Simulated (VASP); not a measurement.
# ZrC (I4/mmm) in VASP: a series of runs, part 2 of 2

VASP 6.6.1. The steps go on from the part before.

### 3 Single point, PBE (strain +0.000 along x and y, -0.030 along z)

INCAR

```
SYSTEM = ZrC
  ALGO = Normal
  EDIFF = 1E-6
  ENCUT = 520
  GGA = PE
  ISIF = 2
  ISMEAR = 0
  LASPH = .True.
  LCHARG = .False.
  LREAL = .False.
  LWAVE = .False.
  NBANDS = 15
  NELM = 60
  PREC = Accurate
  SIGMA = 0.15
```

KPOINTS

```
k-points
0
Gamma
  18 18 18
  0 0 0
```

POSCAR

```
ZrC
1.0
    0.0000000000      2.3502100000      2.2797037000
    2.3502100000      0.0000000000      2.2797037000
    2.3502100000      2.3502100000      0.0000000000
Zr C
1 1
Direct
    0.5000000000      0.5000000000      0.5000000000
    0.0000000000      0.0000000000      0.0000000000
```

Potentials or basis: VASP PAW PBE potentials, release 64 (Zr_sv, C).

Command:

```console
$ cat potpaw_PBE.64/Zr_sv/POTCAR potpaw_PBE.64/C/POTCAR > POTCAR
$ mpirun -np 1 vasp_std > vasp.out
```

OUTCAR:

```text
SYSTEM = ZrC
   EDIFF = 1E-6
   ENCUT = 520
   GGA = PE
   ISIF = 2
   ISMEAR = 0
   LASPH = .True.
   LREAL = .False.
   NELM = 60
   PREC = Accurate

 ion  position               nearest neighbor table
   1  0.500  0.500  0.500-   2 2.28   2 2.28   2 2.35   2 2.35   2 2.35   2 2.35
   2  0.000  0.000  0.000-   1 2.28   1 2.28   1 2.35   1 2.35   1 2.35   1 2.35

  LATTYP: Found a body centered tetragonal cell.
 ALAT       =     3.3236988564
 C/A-ratio  =     1.3717871555

  Lattice vectors:

 A1 = (   0.0000000000,  -2.3502100000,  -2.2797037000)
 A2 = (   0.0000000000,   2.3502100000,  -2.2797037000)
 A3 = (   2.3502100000,   0.0000000000,   2.2797037000)

Analysis of symmetry for initial positions (statically):
=====================================================================
 Subroutine PRICEL returns:
 Original cell was already a primitive cell.

 Routine SETGRP: Setting up the symmetry group for a
 body centered tetragonal supercell.

 Subroutine GETGRP returns: Found 16 space group operations
 (whereof 16 operations were pure point group operations)
 out of a pool of 16 trial point group operations.

The static configuration has the point symmetry D_4h.

Analysis of symmetry for dynamics (positions and initial velocities):
=====================================================================
 Subroutine PRICEL returns:
 Original cell was already a primitive cell.

 Routine SETGRP: Setting up the symmetry group for a
 body centered tetragonal supercell.

 Subroutine GETGRP returns: Found 16 space group operations
 (whereof 16 operations were pure point group operations)
 out of a pool of 16 trial point group operations.

The dynamic configuration has the point symmetry D_4h.

 Subroutine INISYM returns: Found 16 space group operations
 (whereof 16 operations are pure point group operations),
 and found     1 'primitive' translations

----------------------------------------------------------------------------------------

                                     Primitive cell

  volume of cell :      25.1838

  direct lattice vectors                    reciprocal lattice vectors
     0.000000000  2.350210000  2.279703700    -0.212746946  0.212746946  0.219326748
     2.350210000  0.000000000  2.279703700     0.212746946 -0.212746946  0.219326748
     2.350210000  2.350210000  0.000000000     0.212746946  0.212746946 -0.219326748

  length of vectors
     3.274222962  3.274222962  3.323698856     0.372326132  0.372326132  0.372326132

  position of ions in fractional coordinates (direct lattice)
     0.500000000  0.500000000  0.500000000
     0.000000000  0.000000000  0.000000000

  ion indices of the primitive-cell ions
   primitive index   ion index
                 1           1
                 2           2

----------------------------------------------------------------------------------------

 KPOINTS: k-points

Automatic generation of k-mesh.
 Grid dimensions read from file:
 generate k-points for:   18   18   18

 Generating k-lattice:

  Cartesian coordinates                     Fractional coordinates (reciprocal lattice)
[... 41 lines left out ...]
 [... further k-points ...]
   k-points           NKPTS =    480   k-points in BZ     NKDIM =    480   number of bands    NBANDS=     15
   number of dos      NEDOS =    301   number of ions     NIONS =      2
   total plane-waves  NPLWV =  16128
   dimension x,y,z NGX =    24 NGY =   24 NGZ =   28
   dimension x,y,z NGXF=    48 NGYF=   48 NGZF=   56
   ions per type =               1   1
   NGX,Y,Z   is equivalent  to a cutoff of  12.19, 12.19, 14.01 a.u.
   NGXF,Y,Z  is equivalent  to a cutoff of  24.37, 24.37, 28.01 a.u.
 SYSTEM =  ZrC
   PREC   = accura    normal or accurate (medium, high low for compatibility)
   ISTART =      0    job   : 0-new  1-cont  2-samecut
   ICHARG =      2    charge: 1-file 2-atom 10-const
   ISPIN  =      1    spin polarized calculation?
   LNONCOLLINEAR =      F non collinear calculations
   LSORBIT =      F    spin-orbit coupling
   LASPH  =      T    aspherical Exc in radial PAW
   ENCUT  =  520.0 eV  38.22 Ry    6.18 a.u.   6.09  6.09  6.18*2*pi/ulx,y,z
   NELM   =     60;   NELMIN=  2; NELMDL= -5     # of ELM steps
   EDIFF  = 0.1E-05   stopping-criterion for ELM
   LREAL  =      F    real-space projection
   EDIFFG = 0.1E-04   stopping-criterion for IOM
   NSW    =      0    number of steps for IOM
   IBRION =     -1    ionic relax: 0-MD 1-quasi-New 2-CG
   NFREE  =      0    steps in history (QN), initial steepest desc. (CG)
   ISIF   =      2    stress and relaxation
   ISYM   =      2    0-nonsym 1-usesym 2-fastsym
   POTIM  = 0.5000    time-step for ionic-motion
   TEBEG  =    0.0;   TEEND  =   0.0 temperature during run
   PSTRESS=    0.0 pullay stress
   NELECT =      16.0000    total number of electrons
   NUPDOWN=      -1.0000    fix difference up-down
   EMIN   =  10.00;   EMAX   =-10.00  energy-range for DOS
   EFERMI =   0.00;   METHOD = LEGACY
   ISMEAR =     0;   SIGMA  =   0.15  broadening in eV -4-tet -1-fermi 0-gaus
   EFERMI_NEDOS =   21; number of points for ismear=-14 and -15
   IALGO  =     38    algorithm
   IMIX   =      4    mixing-type and parameters
     AMIX     =   0.40;   BMIX     =  1.00
     AMIX_MAG =   1.60;   BMIX_MAG =  1.00
  volume/ion in A,a.u.               =      12.59        84.97
  Fermi-wavevector in a.u.,A,eV,Ry     =   1.407368  2.659539 26.948840  1.980684
  Thomas-Fermi vector in A             =   2.529634
   LORBIT       =      0    0 simple, 1 ext, 2 COOP (PROOUT), +10 PAW based schemes
   GGA     = PE    functional components
   LHFCALC =     F    Hartree Fock is set to
   AEXX    =    0.0000 exact exchange contribution
   IVDW    =     0    specifies the selected vdW correction
   LEPSILON=     F    determine dielectric tensor
   LRPA    =     F    only Hartree local field effects (RPA)
 non-spin polarized calculation
 Gauss-broadening in eV      SIGMA  =   0.15
  energy-cutoff  :      520.00
  volume of cell :       25.18
 maximum number of plane-waves:       692
   NGX = 13   NGY = 13   NGZ = 13

 number of electron      16.0000000 magnetization

 Free energy of the ion-electron system (eV)
  ---------------------------------------------------
  ext. energy  EPLUGINS =         0.00000000
  ---------------------------------------------------
  free energy    TOTEN  =       -19.41689010 eV

  energy without entropy =      -19.41352735  energy(sigma->0) =      -19.41520872

 E-fermi :   9.9829     XC(G=0): -12.2829

 val. band max:        9.9804296809   @ k =   0.0556   0.0000   0.0556
 cond. band min:       9.9835775738   @ k =   0.4444   0.0000   0.4444
 fundamental gap:      0.0031478929
 Fermi energy:         9.9829301083

 k-point     1 :       0.0000    0.0000    0.0000
  band No.  band energies     occupation
      1     -38.0172      2.00000
      2     -15.7125      2.00000
      3     -15.7125      2.00000
      4     -15.6971      2.00000
      5      -1.4459      2.00000
      6      10.8505      0.00000
      7      10.8505      0.00000
      8      10.9735      0.00000
      9      10.9735      0.00000
     10      11.0317      0.00000
     11      11.2836      0.00000
     12      12.6898      0.00000
     13      12.9862      0.00000
     14      17.7059      0.00000
[... 401 lines left out ...]
      2     -16.1706      2.00000
      3     -15.7685      2.00000
      4     -15.7518      2.00000
      5      -0.2042      2.00000
      6       7.2184      2.00000
      7       8.0344      2.00000
      8       8.5116      2.00000
      9      12.1778      0.00000
     10      12.5454      0.00000
     11      13.2359      0.00000
     12      16.4159      0.00000
     13      17.1307      0.00000
     14      19.3457      0.00000
     15      23.2930      0.00000

 [... further k-points ...]

------------------------ aborting loop because EDIFF is reached ----------------------------------------

  FORCE on cell =-STRESS in cart. coord.  units (eV):
  Direction    XX          YY          ZZ          XY          YZ          ZX
  --------------------------------------------------------------------------------------
  -------------------------------------------------------------------------------------
  Total        0.7614680      0.7614680      2.8309153      0.0000000      0.0000000      0.0000000
  in kB       48.4440549     48.4440549    180.1008329      0.0000000      0.0000000      0.0000000
  external PRESSURE =      92.3296475 kB  Pullay stress =       0.0000000 kB

 VOLUME and BASIS-vectors are now :
 -----------------------------------------------------------------------------
  energy-cutoff  :      520.00
  volume of cell :       25.18
      direct lattice vectors                 reciprocal lattice vectors
     0.000000000  2.350210000  2.279703700    -0.212746946  0.212746946  0.219326748
     2.350210000  0.000000000  2.279703700     0.212746946 -0.212746946  0.219326748
     2.350210000  2.350210000  0.000000000     0.212746946  0.212746946 -0.219326748

 POSITION                                       TOTAL-FORCE (eV/Angst)
 -----------------------------------------------------------------------------------
      2.35021      2.35021      2.27970        -0.000000     -0.000000     -0.000000
      0.00000      0.00000      0.00000         0.000000      0.000000      0.000000
 -----------------------------------------------------------------------------------
    total drift:                                0.000000     -0.000000      0.000000

  FREE ENERGIE OF THE ION-ELECTRON SYSTEM (eV)
  ---------------------------------------------------
  free  energy   TOTEN  =       -19.4168900977 eV

  energy  without entropy=      -19.4135273507  energy(sigma->0) =      -19.41520872
```

OSZICAR:

```text
N       E                     dE             d eps       ncg     rms          rms(c)
DAV:   1     0.101079168236E+03    0.10108E+03   -0.86208E+03 14400   0.108E+03
DAV:   2    -0.166667144054E+02   -0.11775E+03   -0.11016E+03 18313   0.289E+02
DAV:   3    -0.226991764591E+02   -0.60325E+01   -0.59950E+01 23644   0.554E+01
DAV:   4    -0.228468435485E+02   -0.14767E+00   -0.14759E+00 17872   0.597E+00
DAV:   5    -0.228482410880E+02   -0.13975E-02   -0.13975E-02 18794   0.541E-01    0.217E+01
DAV:   6    -0.195147760508E+02    0.33335E+01   -0.63184E+00 17268   0.228E+01    0.765E+00
DAV:   7    -0.194289717276E+02    0.85804E-01   -0.56664E-01 16610   0.574E+00    0.664E+00
DAV:   8    -0.194500871869E+02   -0.21115E-01   -0.28957E-01 17820   0.424E+00    0.519E+00
DAV:   9    -0.194185083245E+02    0.31579E-01   -0.48949E-02 16038   0.161E+00    0.114E+00
DAV:  10    -0.194169010940E+02    0.16072E-02   -0.64813E-03 19020   0.652E-01    0.662E-02
DAV:  11    -0.194168963302E+02    0.47638E-05   -0.15927E-04 16683   0.123E-01    0.448E-02
DAV:  12    -0.194168915121E+02    0.48182E-05   -0.42090E-06 18391   0.186E-02    0.136E-02
DAV:  13    -0.194168901624E+02    0.13497E-05   -0.14682E-06 17247   0.841E-03    0.267E-03
DAV:  14    -0.194168900977E+02    0.64704E-07   -0.67083E-08  9335   0.189E-03
   1 F= -.19416890E+02 E0= -.19415209E+02  d E =-.336275E-02
```

It took 2.2 min on 1 thread of Intel Xeon Platinum 8259CL at 2.50GHz (Skylake/Cascade Lake), shared host; peak memory 0.29 GiB.

Results:

```yaml
Free_energy: -19.4169 eV
Pressure: 9.2 GPa
Band_gap_on_the_k_mesh: zero (bands 8 and 9 overlap by 1.55 eV)
```

Caveat: the cell differs from its parent crystal (strain +0.000 along x and y, -0.030 along z); the cell stands under pressure.

### 4 Single point, PBE (strain -0.015 along x and y, +0.000 along z)

INCAR

```
SYSTEM = ZrC
  ALGO = Normal
  EDIFF = 1E-6
  ENCUT = 520
  GGA = PE
  ISIF = 2
  ISMEAR = 0
  LASPH = .TRUE.
  LCHARG = .FALSE.
  LREAL = .FALSE.
  LWAVE = .FALSE.
  NBANDS = 15
  NELM = 100
  PREC = Accurate
  SIGMA = 0.15
```

KPOINTS

```
k-points
0
G
  18 18 18
  0 0 0
```

POSCAR

```
ZrC
1.0
    0.0000000000      2.3149568500      2.3502100000
    2.3149568500      0.0000000000      2.3502100000
    2.3149568500      2.3149568500      0.0000000000
Zr C
1 1
Direct
    0.5000000000      0.5000000000      0.5000000000
    0.0000000000      0.0000000000      0.0000000000
```

Command:

```console
$ cat potpaw_PBE.64/Zr_sv/POTCAR potpaw_PBE.64/C/POTCAR > POTCAR
$ mpirun -np 1 vasp_std > vasp.out
```

Run time: 2.7 min. Hardware: 1 thread of Intel Xeon Platinum 8259CL at 2.50GHz (Skylake/Cascade Lake), shared host; peak memory 0.3 GiB.

The run converged. Its results:

| Property | Result |
| --- | --- |
| Free energy | -19.4330 eV |
| Pressure | 8.9 GPa |
| Band gap on the k mesh | zero (bands 8 and 9 overlap by 1.36 eV) |

Stress tensor (GPa, compression positive):
```
10.92  0.00  0.00
 0.00 10.92  0.00
 0.00  0.00  4.75
```

Levels at points of the mesh, in eV from the Fermi level:
```
           k point  band 5  band 6  band 7  band 8  band 9  band 10  band 11  band 12
(0.00, 0.00, 0.00)  -11.42    0.87    0.96    0.96    0.99     1.14     1.14     2.79
(0.50, 0.00, 0.00)   -8.20   -5.43   -3.06   -3.04    4.60     4.71     5.52     6.65
(0.50, 0.50, 0.00)  -10.29   -2.14   -1.85    0.13    0.13     4.60     5.87     5.87
(0.50, 0.00, 0.50)  -10.29   -1.96   -1.88    0.01    0.09     4.60     5.79     5.96
```

Caveat: the cell differs from its parent crystal (strain -0.015 along x and y, +0.000 along z); the cell stands under pressure.

### 5 Single point, PBE (strain +0.000 along x and y, -0.015 along z)

INCAR

```
PREC = Accurate
ENCUT = 520
EDIFF = 1E-6
ISMEAR = 0
SIGMA = 0.15
LREAL = False
LASPH = True
NELM = 100
ALGO = Normal
ISIF = 2
LWAVE = False
LCHARG = False
GGA = PE
NBANDS = 15
```

KPOINTS

```
regular mesh
0
Gamma
  18 18 18
```

POSCAR

```
ZrC
1.0
    0.0000000000      2.3502100000      2.3149568500
    2.3502100000      0.0000000000      2.3149568500
    2.3502100000      2.3502100000      0.0000000000
Zr C
1 1
Direct
    0.5000000000      0.5000000000      0.5000000000
    0.0000000000      0.0000000000      0.0000000000
```

Potentials or basis: VASP PAW PBE potentials, release 64 (Zr_sv, C).

Command:

```console
$ cat potpaw_PBE.64/Zr_sv/POTCAR potpaw_PBE.64/C/POTCAR > POTCAR
$ mpirun -np 1 vasp_std > vasp.out
```

OUTCAR:

```text
PREC = Accurate
   ENCUT = 520
   EDIFF = 1E-6
   ISMEAR = 0
   LREAL = False
   LASPH = True
   NELM = 100
   ISIF = 2
   GGA = PE

 ion  position               nearest neighbor table
   1  0.500  0.500  0.500-   2 2.31   2 2.31   2 2.35   2 2.35   2 2.35   2 2.35
   2  0.000  0.000  0.000-   1 2.31   1 2.31   1 2.35   1 2.35   1 2.35   1 2.35

  LATTYP: Found a body centered tetragonal cell.
 ALAT       =     3.3236988564
 C/A-ratio  =     1.3930003589

  Lattice vectors:

 A1 = (   0.0000000000,  -2.3502100000,  -2.3149568500)
 A2 = (   0.0000000000,   2.3502100000,  -2.3149568500)
 A3 = (   2.3502100000,   0.0000000000,   2.3149568500)

Analysis of symmetry for initial positions (statically):
=====================================================================
 Subroutine PRICEL returns:
 Original cell was already a primitive cell.

 Routine SETGRP: Setting up the symmetry group for a
 body centered tetragonal supercell.

 Subroutine GETGRP returns: Found 16 space group operations
 (whereof 16 operations were pure point group operations)
 out of a pool of 16 trial point group operations.

[... 177 lines left out ...]
      6      10.6988      0.00000
      7      10.6988      0.00000
      8      10.7825      0.00000
      9      10.8380      0.00000
     10      10.8380      0.00000
     11      10.9893      0.00000
     12      12.5568      0.00000
     13      12.7168      0.00000
     14      17.2889      0.00000
[... 401 lines left out ...]
      2     -16.3998      2.00000
      3     -16.0221      2.00000
      4     -15.9947      2.00000
      5      -0.3445      2.00000
      6       7.0746      2.00000
      7       7.9037      2.00000
      8       8.2947      2.00000
      9      11.9966      0.00000
     10      12.3494      0.00000
     11      12.9978      0.00000
     12      15.9876      0.00000
     13      16.9717      0.00000
     14      19.0338      0.00000
     15      22.9984      0.00000

 [... further k-points ...]

------------------------ aborting loop because EDIFF is reached ----------------------------------------

  FORCE on cell =-STRESS in cart. coord.  units (eV):
  Direction    XX          YY          ZZ          XY          YZ          ZX
  --------------------------------------------------------------------------------------
  -------------------------------------------------------------------------------------
  Total        0.4940848      0.4940848      1.4517576      0.0000000      0.0000000     -0.0000000
  in kB       30.9546441     30.9546441     90.9532983      0.0000000      0.0000000     -0.0000000
  external PRESSURE =      50.9541955 kB  Pullay stress =       0.0000000 kB

 VOLUME and BASIS-vectors are now :
 -----------------------------------------------------------------------------
  energy-cutoff  :      520.00
  volume of cell :       25.57
      direct lattice vectors                 reciprocal lattice vectors
     0.000000000  2.350210000  2.314956850    -0.212746946  0.212746946  0.215986747
     2.350210000  0.000000000  2.314956850     0.212746946 -0.212746946  0.215986747
     2.350210000  2.350210000  0.000000000     0.212746946  0.212746946 -0.215986747

 POSITION                                       TOTAL-FORCE (eV/Angst)
 -----------------------------------------------------------------------------------
      2.35021      2.35021      2.31496        -0.000000      0.000000      0.000000
      0.00000      0.00000      0.00000         0.000000     -0.000000      0.000000
 -----------------------------------------------------------------------------------
    total drift:                                0.000000      0.000000      0.000000

  FREE ENERGIE OF THE ION-ELECTRON SYSTEM (eV)
  ---------------------------------------------------
  free  energy   TOTEN  =       -19.4497851271 eV

  energy  without entropy=      -19.4462390589  energy(sigma->0) =      -19.44801209
```

OSZICAR:

```text
N       E                     dE             d eps       ncg     rms          rms(c)
DAV:   1     0.101127894577E+03    0.10113E+03   -0.86281E+03 14432   0.108E+03
DAV:   2    -0.166567305618E+02   -0.11778E+03   -0.11013E+03 18285   0.288E+02
DAV:   3    -0.227261108360E+02   -0.60694E+01   -0.60277E+01 23668   0.557E+01
DAV:   4    -0.228972596552E+02   -0.17115E+00   -0.17106E+00 17785   0.632E+00
DAV:   5    -0.228988769089E+02   -0.16173E-02   -0.16172E-02 18997   0.592E-01    0.210E+01
DAV:   6    -0.195555442195E+02    0.33433E+01   -0.63353E+00 17119   0.227E+01    0.733E+00
DAV:   7    -0.194633136314E+02    0.92231E-01   -0.60412E-01 16607   0.583E+00    0.640E+00
DAV:   8    -0.194865546856E+02   -0.23241E-01   -0.31748E-01 17482   0.441E+00    0.524E+00
DAV:   9    -0.194513441364E+02    0.35211E-01   -0.56149E-02 16003   0.172E+00    0.109E+00
DAV:  10    -0.194497951998E+02    0.15489E-02   -0.68783E-03 18985   0.669E-01    0.863E-02
DAV:  11    -0.194497926918E+02    0.25080E-05   -0.18066E-04 16542   0.128E-01    0.528E-02
DAV:  12    -0.194497867770E+02    0.59149E-05   -0.41097E-06 18677   0.179E-02    0.155E-02
DAV:  13    -0.194497852046E+02    0.15723E-05   -0.19203E-06 17782   0.922E-03    0.247E-03
DAV:  14    -0.194497851271E+02    0.77496E-07   -0.61403E-08  9468   0.174E-03
   1 F= -.19449785E+02 E0= -.19448012E+02  d E =-.354607E-02
```

stdout:

```text
POSCAR found type information on POSCAR ZrC
 POSCAR found :  2 types and       2 ions
 scaLAPACK will be used
 LDA part: xc-table for (Slater+PW92), standard interpolation
 POSCAR, INCAR and KPOINTS ok, starting setup
 FFT: planning ... GRIDC
 FFT: planning ... GRID_SOFT
 FFT: planning ... GRID
 WAVECAR not read
 entering main loop
```

Wall time 3.7 min (1 thread of Intel Xeon Platinum 8259CL at 2.50GHz (Skylake/Cascade Lake), shared host); peak memory 0.31 GiB.

What came out:

- Free energy: -19.4498 eV
- Pressure: 5.1 GPa
- Band gap on the k mesh: zero (bands 8 and 9 overlap by 1.44 eV)

Stress tensor (GPa, compression positive):
```
3.10 0.00 0.00
0.00 3.10 0.00
0.00 0.00 9.10
```

Caveat: the cell differs from its parent crystal (strain +0.000 along x and y, -0.015 along z); the cell stands under pressure.

### 6 The runs side by side

```csv
cell,gap on the mesh (eV),pressure (GPa)
"a = 3.325, b = 3.325, c = 3.224 Å, angles 61.0, 61.0, 58.0°, 2 atoms",none,10.7
"a = 3.274, b = 3.274, c = 3.324 Å, angles 59.5, 59.5, 61.0°, 2 atoms",none,9.2
"a = 3.299, b = 3.299, c = 3.274 Å, angles 60.3, 60.3, 59.5°, 2 atoms",none,8.9
"a = 3.299, b = 3.299, c = 3.324 Å, angles 59.8, 59.8, 60.5°, 2 atoms",none,5.1
```

Alike in all rows: task single point; level PBE; potentials or basis VASP PAW PBE potentials, release 64 (Zr_sv, C); no spin polarisation; k mesh 18 × 18 × 18; cutoff (eV) 520; smearing gaussian 0.15 eV.

Caveats: the cell stands under pressure.

Total energies depend on the potentials used, so only differences within one code and one set of settings carry meaning.
